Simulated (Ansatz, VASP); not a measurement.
**One calculation of MgH, two programs**

```xyz
8
Lattice="-1.6163 -2.8285 -0.0073 -5.6995 3.2597 -0.0103 0.0118 0.0057 -4.7345" Properties=species:S:1:pos:R:3 pbc="T T T"
Mg   -1.0521   -0.3362   -0.0029
Mg    1.0582    0.3393   -2.3644
Mg   -3.9545    1.3232   -0.0084
Mg   -3.3556   -0.8892   -2.3764
H    -4.8545   -0.0291   -3.5584
H    -4.8604   -0.0319   -1.2008
H    -2.4438    0.4688   -3.5612
H    -2.4495    0.4658   -1.1839
```

Change from the starting cell: cell x4, atoms moved at random (sigma 0.05 Å) and cell strained at random (1.5 %), then relaxed without symmetry.

Alike in both runs: functional PBE; k mesh 6 × 4 × 4; occupations gaussian, width 0.2 eV; no spin polarisation.

Ansatz relaxed the structure, and its values are those at the end. VASP's run is a single point on that final structure, the one shown.

|  | VASP | Ansatz |
| --- | --- | --- |
| version | VASP 6.6.1 | Ansatz 0.2.0 |
| potentials or method | VASP PAW PBE potentials, release 64 (Mg, H), cutoff 520 eV | scalar-relativistic, plane waves, PAW |
| valence electrons in the cell | 12 | 44 |

VASP gave:

```
gap on the k mesh at the Fermi level (eV) : none
pressure (GPa)                            : 0.0
rms of the force components (eV/Å)        : 0.004
```

Question: What did Ansatz give for the same quantities?

Answer: gap on the k mesh at the Fermi level (eV): none; pressure (GPa): 0.2; rms of the force components (eV/Å): 0.005.

A gap of «none» marks a metal or a gap that the smearing closes. VASP's potentials hold 12 valence electrons a cell and Ansatz's 44, so a difference there can come from the potentials and not from the codes.
